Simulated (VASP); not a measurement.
**V: single point with PBE**

Crystal: V.

```
V
1.0
    -1.51803    1.51803    1.51803
     1.51803   -1.51803    1.51803
     1.51803    1.51803   -1.51803
V
1
Direct
  0.00000 0.00000 0.00000
```

* Program: VASP 6.6.1
* Task: single point
* Functional: PBE
* Potentials or basis: VASP PAW PBE potentials, release 64 (V_sv)
* Cutoff: 520 eV
* k mesh: 19 × 19 × 19
* Occupations: fermi-dirac, width 0.03 eV
* Spin: collinear spin, ferromagnetic start
* Starting moments: [1.5] μB
* Dipole correction: no
* Further INCAR settings: ALGO = Normal; EDIFF = 1e-06; NBANDS = 16

The pressure is -6.5 GPa. The net moment is 0.00 μB per cell. The valence electrons inside the program's atomic spheres are V 11.59.

Levels at points of the mesh, in eV from the Fermi level:
Spin up:
```
           k point  band 4  band 5  band 6  band 7  band 8  band 9  band 10  band 11
(0.00, 0.00, 0.00)  -37.12   -6.49    0.41    0.41    0.41    2.32     2.32    20.19
```
Spin down:
```
           k point  band 3  band 4  band 5  band 6  band 7  band 8  band 9  band 10  band 11  band 12
(0.00, 0.00, 0.00)  -37.12  -37.12   -6.49    0.41    0.41    0.41    2.32     2.32    20.19    20.19
```

Wall time 31 s on 1 thread of Intel(R) Xeon(R) 6975P-C (Granite Rapids) (shared host), peak memory 0.18 GiB.

Caveat: the cell stands under tension.
